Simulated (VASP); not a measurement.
Pd, 1 atom in the cell. The structure is cubic, space group Im-3m (No. 229). Conventional cell: a = 3.165 Å, b = 3.165 Å, c = 3.165 Å, α = 90.00°, β = 90.00°, γ = 90.00°. Within 3.6 Å of Pd (site symmetry m-3m) lie 14 Pd at 2.74 to 3.17 Å. This isn't the form of Pd at room conditions, which is fcc.

```yaml
Program: VASP 6.6.1
Task: single point
Functional: PBE0
Potentials_or_basis: VASP PAW PBE potentials, release 64 (Pd_sv_GW)
Cutoff: 470 eV
k_mesh: 6 × 6 × 6
Occupations: fermi-dirac, width 0.05 eV
Spin: no spin polarisation
Dipole_correction: no
Grid_for_exact_exchange_PRECFOCK: Normal
Further_INCAR_settings: ALGO = Normal; EDIFF = 1e-06; NBANDS = 15
Share_of_exact_exchange: 0.25
```

Potentials or basis: VASP PAW PBE potentials, release 64 (Pd_sv_GW).

Launch:

```console
$ cat potpaw_PBE.64/Pd_sv_GW/POTCAR > POTCAR
$ cp INCAR.step1 INCAR
$ mpirun -np 1 vasp_std > vasp.out
$ cp INCAR.step2 INCAR
$ mpirun -np 1 vasp_std > vasp.out
```

Hardware: 1 thread of AMD EPYC 9R45 96-Core Processor (Zen 5), with other jobs on the host.

Estimate the wall time of this run.

Run time: 9.8 min on 1 thread of AMD EPYC 9R45 96-Core Processor (Zen 5), with other jobs on the host, peak memory 0.11 GiB. Counts: k points 16.
